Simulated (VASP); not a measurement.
LiCl, 2 atoms in the cell. It takes space group F-43m (No. 216, cubic). The conventional cell has a = 5.466 Å, b = 5.466 Å, c = 5.466 Å, α = 90.00°, β = 90.00°, γ = 90.00°. Li (site symmetry -43m) has 4 Cl at 2.37 Å within 3.1 Å. Within 3.1 Å of Cl (site symmetry -43m) lie 4 Li at 2.37 Å. 

```yaml
Program: VASP 6.6.1
Task: single point
Functional: r2SCAN
Potentials_or_basis: VASP PAW PBE potentials, release 64 (Li_sv, Cl)
Cutoff: 520 eV
k_mesh: 8 × 8 × 8
Occupations: gaussian, width 0.01 eV
Spin: no spin polarisation
Dipole_correction: no
Further_INCAR_settings: ALGO = Normal; EDIFF = 1e-06; NBANDS = 12
```

Potentials or basis: VASP PAW PBE potentials, release 64 (Li_sv, Cl).

Run with:

```bash
$ cat potpaw_PBE.64/Li_sv/POTCAR potpaw_PBE.64/Cl/POTCAR > POTCAR
$ cp INCAR.step1 INCAR
$ mpirun -np 1 vasp_std > vasp.out
$ cp INCAR.step2 INCAR
$ mpirun -np 1 vasp_std > vasp.out
```

Hardware: 1 thread of AMD EPYC 7R13, on a shared host.

**Question.** Estimate the wall time of this run.

**Answer.** It took 110 s on 1 thread of AMD EPYC 7R13 (shared host), peak memory 0.14 GiB. Counts: k points 29.
